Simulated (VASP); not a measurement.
Write the native input for VASP 6.6.1 that does the following.

| Property | Result |
| --- | --- |
| Task | single point |
| Functional | PBE |
| Potentials or basis | VASP PAW PBE potentials, release 64 (Sr_sv, I) |
| Cutoff | 520 eV |
| k mesh | 6 × 6 × 2 |
| Occupations | gaussian, width 0.1 eV |
| Spin | no spin polarisation |
| Dipole correction | no |
| Further INCAR settings | ALGO = Normal; EDIFF = 1e-06; NBANDS = 20 |

The structure of Sr2I lies in POSCAR:

```
Sr2I
1.0
    4.3349793000      0.0000000000      0.0000000000
   -2.1674897000      3.7542022000      0.0000000000
    0.0000000000      0.0000000000      8.4472373000
Sr I
2 1
Direct
    0.3333333000      0.6666667000      0.8013650000
    0.6666667000      0.3333333000      0.1986350000
    0.0000000000      0.0000000000      0.5000000000
```

One way to write it, as run:

INCAR

```
SYSTEM = Sr2I
PREC = Accurate ; ENCUT = 520
EDIFF = 1E-6 ; ISMEAR = 0
SIGMA = 0.1 ; LREAL = .False.
LASPH = .True. ; NELM = 100
ALGO = Normal ; ISIF = 2
LWAVE = .False. ; LCHARG = .True.
GGA = PE ; LELF = .True.
LVHAR = .True. ; NBANDS = 20
```

KPOINTS

```
regular mesh
0
Gamma
  6 6 2
  0 0 0
```

Potentials or basis: VASP PAW PBE potentials, release 64 (Sr_sv, I).

The run is started by

```sh
$ cat potpaw_PBE.64/Sr_sv/POTCAR potpaw_PBE.64/I/POTCAR > POTCAR
$ mpirun -np 1 vasp_std > vasp.out
```

It gave:

```json
{
 "Pressure": "0.1 GPa",
 "Largest force": "0.011 eV/Å"
}
```

Caveat: the k points lie up to 0.37 Å⁻¹ apart; an odd number of electrons without spin polarisation forces a metal; a magnetic or distorted state may lie lower.

Wall time 57 s on 1 thread of Oxide Virtual Turin-like Processor (shared host), peak memory 0.22 GiB.
